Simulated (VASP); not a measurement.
# BaTiO3 in VASP: further runs

The runs below take BaTiO3 through single point, relaxation of cell and atoms, with PBE.

Program: VASP 6.6.1. These are calculated values, not measurements. Logs are shortened: lines on timing, memory, paths and dates and some standing lists are left out, and cuts for length are marked.

### 1 The cell of the first run

Symmetry: Cmmm, No. 65, orthorhombic system. The conventional cell has a = 5.725 Å, b = 5.751 Å, c = 3.983 Å, α = 90.00°, β = 90.00°, γ = 90.00°. Ba (site symmetry mmm) has 12 O at 2.84 to 2.88 Å and 8 Ti at 3.49 to 3.50 Å within 3.7 Å. Within 2.6 Å of Ti (site symmetry mmm) lie 6 O at 1.99 to 2.03 Å. O (site symmetry 2/m) has 2 Ti at 2.03 Å within 2.7 Å. Within 2.6 Å of O (site symmetry mmm) lie 2 Ti at 1.99 Å.

### 2 Single point, PBE

INCAR reads:

```
PREC = Accurate ; ENCUT = 600
EDIFF = 1E-6 ; ISMEAR = 0
SIGMA = 0.1 ; LREAL = False
LASPH = True ; NELM = 120
ALGO = Normal ; ISIF = 2
LWAVE = False ; LCHARG = True
GGA = PE ; LELF = True
LVHAR = True ; NBANDS = 28
GGA_COMPAT = False
```

KPOINTS reads:

```
regular mesh
0
Gamma
  4 4 4
```

POSCAR reads:

```
BaTiO3
1.0
    3.9833338700      0.0000000000      0.0000000000
    0.0000000000      2.8625951100      2.8753395300
    0.0000000000     -2.8625951100      2.8753395300
Ba Ti O
1 1 3
Direct
    0.0000000000      0.0034138500      0.0034138500
    0.5000000000      0.5034138500      0.5034138500
    0.5000000000      1.0034138500      0.5034138500
    0.5000000000      0.5034138500      1.0034138500
    0.0000000000      0.5034138500      0.5034138500
```

Potentials or basis: VASP PAW PBE potentials, release 64 (Ba_sv, Ti_sv, O).

Launch:

```sh
> cat potpaw_PBE.64/Ba_sv/POTCAR potpaw_PBE.64/Ti_sv/POTCAR potpaw_PBE.64/O/POTCAR > POTCAR
> mpirun -np 1 vasp_std > vasp.out
```

OUTCAR:

```text
PREC = Accurate
   ENCUT = 600
   EDIFF = 1E-6
   ISMEAR = 0
   LREAL = False
   LASPH = True
   NELM = 120
   ISIF = 2
   GGA = PE

 ion  position               nearest neighbor table
   1  0.000  0.003  0.003-   3 2.84   4 2.84   3 2.84   4 2.84   3 2.84   4 2.84   3 2.84   4 2.84
                             5 2.86   5 2.86   5 2.88   5 2.88   2 3.49   2 3.49   2 3.49   2 3.49
   2  0.500  0.503  0.503-   5 1.99   5 1.99   3 2.03   4 2.03   3 2.03   4 2.03   1 3.49   1 3.49
                             1 3.49   1 3.49   1 3.50   1 3.50   1 3.50   1 3.50
   3  0.500  0.003  0.503-   2 2.03   2 2.03   1 2.84   1 2.84   1 2.84   1 2.84
   4  0.500  0.503  0.003-   2 2.03   2 2.03   1 2.84   1 2.84   1 2.84   1 2.84
   5  0.000  0.503  0.503-   2 1.99   2 1.99   1 2.86   1 2.86   1 2.88   1 2.88

  LATTYP: Found a base centered orthorhombic cell.
 ALAT       =     5.7251902200
 B/A-ratio  =     1.0044520512
 C/A-ratio  =     0.6957557246

  Lattice vectors:

 A1 = (   0.0000000000,   2.8625951100,  -2.8753395300)
 A2 = (   0.0000000000,   2.8625951100,   2.8753395300)
 A3 = (   3.9833338700,   0.0000000000,   0.0000000000)

Analysis of symmetry for initial positions (statically):
=====================================================================
 Subroutine PRICEL returns:
 Original cell was already a primitive cell.

 Routine SETGRP: Setting up the symmetry group for a
 base centered orthorhombic supercell.

 Subroutine GETGRP returns: Found  8 space group operations
 (whereof  4 operations were pure point group operations)
 out of a pool of  8 trial point group operations.

The static configuration has the point symmetry C_2v.
 The point group associated with its full space group is D_2h.

Analysis of symmetry for dynamics (positions and initial velocities):
=====================================================================
 Subroutine PRICEL returns:
 Original cell was already a primitive cell.

 Routine SETGRP: Setting up the symmetry group for a
 base centered orthorhombic supercell.

 Subroutine GETGRP returns: Found  8 space group operations
 (whereof  4 operations were pure point group operations)
 out of a pool of  8 trial point group operations.

The dynamic configuration has the point symmetry C_2v.
 The point group associated with its full space group is D_2h.

 Subroutine INISYM returns: Found  8 space group operations
 (whereof  4 operations are pure point group operations),
 and found     1 'primitive' translations

----------------------------------------------------------------------------------------

                                     Primitive cell

  volume of cell :      65.5731

  direct lattice vectors                    reciprocal lattice vectors
     3.983333870  0.000000000  0.000000000     0.251045991  0.000000000  0.000000000
     0.000000000  2.862595110  2.875339530     0.000000000  0.174666686  0.173892507
     0.000000000 -2.862595110  2.875339530     0.000000000 -0.174666686  0.173892507

  length of vectors
     3.983333870  4.057342502  4.057342502     0.251045991  0.246469177  0.246469177

  position of ions in fractional coordinates (direct lattice)
     0.000000000  0.003413850  0.003413850
     0.500000000  0.503413850  0.503413850
     0.500000000  0.003413850  0.503413850
     0.500000000  0.503413850  0.003413850
     0.000000000  0.503413850  0.503413850

  ion indices of the primitive-cell ions
   primitive index   ion index
                 1           1
                 2           2
                 3           3
                 4           4
                 5           5

----------------------------------------------------------------------------------------

 KPOINTS: regular mesh

Automatic generation of k-mesh.
 Grid dimensions read from file:
 generate k-points for:    4    4    4

 Generating k-lattice:

  Cartesian coordinates                     Fractional coordinates (reciprocal lattice)
     0.062761498  0.000000000  0.000000000     0.250000000  0.000000000  0.000000000
     0.000000000  0.043666671  0.043473127     0.000000000  0.250000000  0.000000000
     0.000000000 -0.043666671  0.043473127     0.000000000  0.000000000  0.250000000

  Length of vectors
     0.062761498  0.061617294  0.061617294

  Shift w.r.t. Gamma in fractional coordinates (k-lattice)
     0.000000000  0.000000000  0.000000000

 Subroutine IBZKPT returns following result:
 ===========================================

 Found     21 irreducible k-points:

 Following reciprocal coordinates:
            Coordinates               Weight
  0.000000  0.000000  0.000000      1.000000
  0.250000  0.000000  0.000000      2.000000
  0.500000  0.000000  0.000000      1.000000
  0.000000  0.250000 -0.000000      4.000000
  0.250000  0.250000 -0.000000      8.000000
  0.500000  0.250000 -0.000000      4.000000
[... 13 lines left out ...]
  0.250000  0.500000  0.500000      2.000000
  0.500000  0.500000  0.500000      1.000000
   k-points           NKPTS =     21   k-points in BZ     NKDIM =     21   number of bands    NBANDS=     28
   number of dos      NEDOS =    301   number of ions     NIONS =      5
   total plane-waves  NPLWV =  32768
   dimension x,y,z NGX =    32 NGY =   32 NGZ =   32
   dimension x,y,z NGXF=    64 NGYF=   64 NGZF=   64
   ions per type =               1   1   3
   NGX,Y,Z   is equivalent  to a cutoff of  13.36, 13.11, 13.11 a.u.
   NGXF,Y,Z  is equivalent  to a cutoff of  26.71, 26.22, 26.22 a.u.
 SYSTEM =  unknown system
   PREC   = accura    normal or accurate (medium, high low for compatibility)
   ISTART =      0    job   : 0-new  1-cont  2-samecut
   ICHARG =      2    charge: 1-file 2-atom 10-const
   ISPIN  =      1    spin polarized calculation?
   LNONCOLLINEAR =      F non collinear calculations
   LSORBIT =      F    spin-orbit coupling
   LASPH  =      T    aspherical Exc in radial PAW
   ENCUT  =  600.0 eV  44.10 Ry    6.64 a.u.   7.96  8.10  8.10*2*pi/ulx,y,z
   NELM   =    120;   NELMIN=  2; NELMDL= -5     # of ELM steps
   EDIFF  = 0.1E-05   stopping-criterion for ELM
   LREAL  =      F    real-space projection
   EDIFFG = 0.1E-04   stopping-criterion for IOM
   NSW    =      0    number of steps for IOM
   IBRION =     -1    ionic relax: 0-MD 1-quasi-New 2-CG
   NFREE  =      0    steps in history (QN), initial steepest desc. (CG)
   ISIF   =      2    stress and relaxation
   ISYM   =      2    0-nonsym 1-usesym 2-fastsym
   POTIM  = 0.5000    time-step for ionic-motion
   TEBEG  =    0.0;   TEEND  =   0.0 temperature during run
   PSTRESS=    0.0 pullay stress
   NELECT =      40.0000    total number of electrons
   NUPDOWN=      -1.0000    fix difference up-down
   EMIN   =  10.00;   EMAX   =-10.00  energy-range for DOS
   EFERMI =   0.00;   METHOD = LEGACY
   ISMEAR =     0;   SIGMA  =   0.10  broadening in eV -4-tet -1-fermi 0-gaus
   EFERMI_NEDOS =   21; number of points for ismear=-14 and -15
   IALGO  =     38    algorithm
   IMIX   =      4    mixing-type and parameters
     AMIX     =   0.40;   BMIX     =  1.00
     AMIX_MAG =   1.60;   BMIX_MAG =  1.00
  volume/ion in A,a.u.               =      13.11        88.50
  Fermi-wavevector in a.u.,A,eV,Ry     =   1.388416  2.623726 26.227933  1.927699
  Thomas-Fermi vector in A             =   2.512544
   LORBIT       =      0    0 simple, 1 ext, 2 COOP (PROOUT), +10 PAW based schemes
   GGA     = PE    functional components
   LHFCALC =     F    Hartree Fock is set to
   AEXX    =    0.0000 exact exchange contribution
   IVDW    =     0    specifies the selected vdW correction
   LEPSILON=     F    determine dielectric tensor
   LRPA    =     F    only Hartree local field effects (RPA)
 non-spin polarized calculation
 Gauss-broadening in eV      SIGMA  =   0.10
  energy-cutoff  :      600.00
  volume of cell :       65.57
 maximum number of plane-waves:      2240
 NGX is ok and might be reduce to    32
   NGX = 15   NGY = 17   NGZ = 17

 number of electron      39.9999999 magnetization

 Free energy of the ion-electron system (eV)
  ---------------------------------------------------
  ext. energy  EPLUGINS =         0.00000000
  ---------------------------------------------------
  free energy    TOTEN  =       -39.96706383 eV

  energy without entropy =      -39.96706383  energy(sigma->0) =      -39.96706383

 E-fermi :   4.1330     XC(G=0): -11.1420

 val. band max:        3.6840278503   @ k =   0.5000   0.5000   0.5000
 cond. band min:       5.3262660190   @ k =   0.0000   0.0000   0.0000
 fundamental gap:      1.6422381686
 Fermi energy:         4.1330480320

 k-point     1 :       0.0000    0.0000    0.0000
  band No.  band energies     occupation
      1     -53.0895      2.00000
      2     -29.2919      2.00000
      3     -29.2885      2.00000
      4     -29.2844      2.00000
      5     -21.2037      2.00000
      6     -13.1872      2.00000
[... 20 lines left out ...]
     27       8.7830      0.00000
     28      10.8079      0.00000

 k-point     2 :       0.2500    0.0000    0.0000
  band No.  band energies     occupation
      1     -53.0890      2.00000
      2     -29.3191      2.00000
      3     -29.2875      2.00000
      4     -29.2834      2.00000
      5     -21.1470      2.00000
      6     -13.1927      2.00000
[... 20 lines left out ...]
     27       9.7922      0.00000
     28      11.8678      0.00000

 k-point     3 :       0.5000    0.0000    0.0000
  band No.  band energies     occupation
      1     -53.0885      2.00000
      2     -29.3460      2.00000
      3     -29.2864      2.00000
      4     -29.2824      2.00000
      5     -21.0887      2.00000
      6     -13.3166      2.00000
[... 20 lines left out ...]
     27      11.2115      0.00000
     28      11.7082      0.00000

 k-point     4 :       0.0000    0.2500   -0.0000
  band No.  band energies     occupation
      1     -53.0891      2.00000
      2     -29.3082      2.00000
      3     -29.2912      2.00000
      4     -29.2855      2.00000
      5     -21.1537      2.00000
      6     -13.2598      2.00000
[... 20 lines left out ...]
     27       9.8145      0.00000
     28      11.9581      0.00000

 k-point     5 :       0.2500    0.2500   -0.0000
  band No.  band energies     occupation
      1     -53.0886      2.00000
      2     -29.3180      2.00000
      3     -29.3068      2.00000
      4     -29.2845      2.00000
      5     -21.1058      2.00000
      6     -13.1092      2.00000
[... 20 lines left out ...]
     27      10.8257      0.00000
     28      12.1018      0.00000

 k-point     6 :       0.5000    0.2500   -0.0000
  band No.  band energies     occupation
      1     -53.0881      2.00000
      2     -29.3447      2.00000
      3     -29.3055      2.00000
      4     -29.2834      2.00000
      5     -21.0568      2.00000
      6     -13.0735      2.00000
[... 370 lines left out ...]
      5     -21.0267      2.00000
      6     -12.8312      2.00000
[... 20 lines left out ...]
     27      11.8733      0.00000
     28      11.9471      0.00000

 k-point    19 :       0.0000    0.5000    0.5000
  band No.  band energies     occupation
      1     -53.0879      2.00000
      2     -29.3285      2.00000
      3     -29.3248      2.00000
      4     -29.2888      2.00000
      5     -21.0361      2.00000
      6     -12.9073      2.00000
[... 20 lines left out ...]
     27      11.6149      0.00000
     28      13.4645      0.00000

 k-point    20 :       0.2500    0.5000    0.5000
  band No.  band energies     occupation
      1     -53.0874      2.00000
      2     -29.3272      2.00000
      3     -29.3236      2.00000
      4     -29.3152      2.00000
      5     -21.0023      2.00000
      6     -12.6297      2.00000
[... 20 lines left out ...]
     27      11.6164      0.00000
     28      11.6445      0.00000

 k-point    21 :       0.5000    0.5000    0.5000
  band No.  band energies     occupation
      1     -53.0869      2.00000
      2     -29.3413      2.00000
      3     -29.3260      2.00000
      4     -29.3223      2.00000
      5     -20.9680      2.00000
      6     -12.3296      2.00000
[... 20 lines left out ...]
     27      10.9398      0.00000
     28      11.2217      0.00000

------------------------ aborting loop because EDIFF is reached ----------------------------------------

  FORCE on cell =-STRESS in cart. coord.  units (eV):
  Direction    XX          YY          ZZ          XY          YZ          ZX
  --------------------------------------------------------------------------------------
  -------------------------------------------------------------------------------------
  Total        0.9228014     -0.2320562     -0.6665028      0.0000000      0.0000000      0.0000000
  in kB       22.5472242     -5.6699349    -16.2849631      0.0000000      0.0000000      0.0000000
  external PRESSURE =       0.1974421 kB  Pullay stress =       0.0000000 kB

 VOLUME and BASIS-vectors are now :
 -----------------------------------------------------------------------------
  energy-cutoff  :      600.00
  volume of cell :       65.57
      direct lattice vectors                 reciprocal lattice vectors
     3.983333870  0.000000000  0.000000000     0.251045991  0.000000000  0.000000000
     0.000000000  2.862595110  2.875339530     0.000000000  0.174666686  0.173892507
     0.000000000 -2.862595110  2.875339530     0.000000000 -0.174666686  0.173892507

 POSITION                                       TOTAL-FORCE (eV/Angst)
 -----------------------------------------------------------------------------------
      0.00000      0.00000      0.01963         0.000000     -0.000000      0.000000
      1.99167      0.00000      2.89497         0.000000     -0.000000     -0.000000
      1.99167     -1.43130      1.45730         0.000000     -0.000000      0.000000
      1.99167      1.43130      1.45730         0.000000      0.000000      0.000000
      0.00000      0.00000      2.89497         0.000000     -0.000000      0.000000
 -----------------------------------------------------------------------------------
    total drift:                                0.000000     -0.000001     -0.000021

  FREE ENERGIE OF THE ION-ELECTRON SYSTEM (eV)
  ---------------------------------------------------
  free  energy   TOTEN  =       -39.9670638316 eV

  energy  without entropy=      -39.9670638316  energy(sigma->0) =      -39.96706383
```

Run time: 55 s. Hardware: 1 thread of Oxide Virtual Turin-like, shared host; peak memory 0.17 GiB.

Results:

```
Free energy            : -39.9671 eV
Pressure               : 0.0 GPa
Band gap on the k mesh : 1.64 eV (least direct gap 1.81 eV)
```

Levels at points of the mesh, in eV from the valence-band top:
```csv
k point,band 18,band 19,band 20,band 21,band 22,band 23
"(0.00, 0.00, 0.00)",-0.20,-0.18,-0.17,1.64,1.67,1.68
"(0.50, 0.00, 0.00)",-1.88,-0.76,-0.72,1.80,3.44,3.44
"(0.00, 0.50, 0.00)",-1.75,-0.74,-0.72,1.82,3.28,3.29
"(0.50, 0.50, 0.00)",-0.86,-0.85,-0.09,3.29,3.45,3.79
"(0.00, 0.50, 0.50)",-1.01,-1.00,-0.14,3.29,3.30,3.68
"(0.50, 0.50, 0.50)",-0.04,-0.01,0.00,3.93,4.01,4.02
```

Caveat: spin-orbit coupling is left out, which moves the levels of the heavy elements. A k mesh can miss the band edges.

[end of part 1 of 2]
